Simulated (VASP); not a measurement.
Set up this calculation in VASP 6.6.1, as the native input.

```yaml
Task: single point
Functional: PBE
Potentials_or_basis: VASP PAW PBE potentials, release 64 (Sn_d, Se)
Cutoff: 520 eV
k_mesh: 6 × 6 × 6
Occupations: fermi-dirac, width 0.05 eV
Spin: no spin polarisation
Dipole_correction: no
Further_INCAR_settings: ALGO = Normal; EDIFF = 1e-07; NBANDS = 32
```

The structure of Sn3Se lies in POSCAR:

```
Sn3Se
1.0
    0.0000000000      3.7331380000      3.7331380000
    3.7331380000      0.0000000000      3.7331380000
    3.7331380000      3.7331380000      0.0000000000
Sn Se
3 1
Direct
    0.5000000000      0.5000000000      0.5000000000
    0.7500000000      0.7500000000      0.7500000000
    0.2500000000      0.2500000000      0.2500000000
    0.0000000000      0.0000000000      0.0000000000
```

One way to write it, as run:

INCAR

```
SYSTEM = Sn3Se
  PREC = Accurate
  ENCUT = 520
  EDIFF = 1E-7
  ISMEAR = -1
  SIGMA = 0.05
  LREAL = .FALSE.
  LASPH = .TRUE.
  NELM = 80
  ALGO = Normal
  ISIF = 2
  LWAVE = .FALSE.
  LCHARG = .FALSE.
  GGA = PE
  NBANDS = 32
```

KPOINTS

```
regular mesh
0
G
  6 6 6
  0 0 0
```

Potentials or basis: VASP PAW PBE potentials, release 64 (Sn_d, Se).

Run with:

```console
$ cat potpaw_PBE.64/Sn_d/POTCAR potpaw_PBE.64/Se/POTCAR > POTCAR
$ mpirun -np 1 vasp_std > vasp.out
```

Results of the run:

| Item | Value |
| --- | --- |
| Pressure | -0.2 GPa |
| Band gap on the k mesh | zero (band 24 reaches 7.84 eV, above the bottom of band 25 at 5.92 eV) |

Caveat: spin-orbit coupling is left out, which moves the levels of the heavy elements.

Wall time 34 s on 1 thread of Intel(R) Xeon(R) 6975P-C (Granite Rapids), with other jobs on the host, peak memory 0.25 GiB.
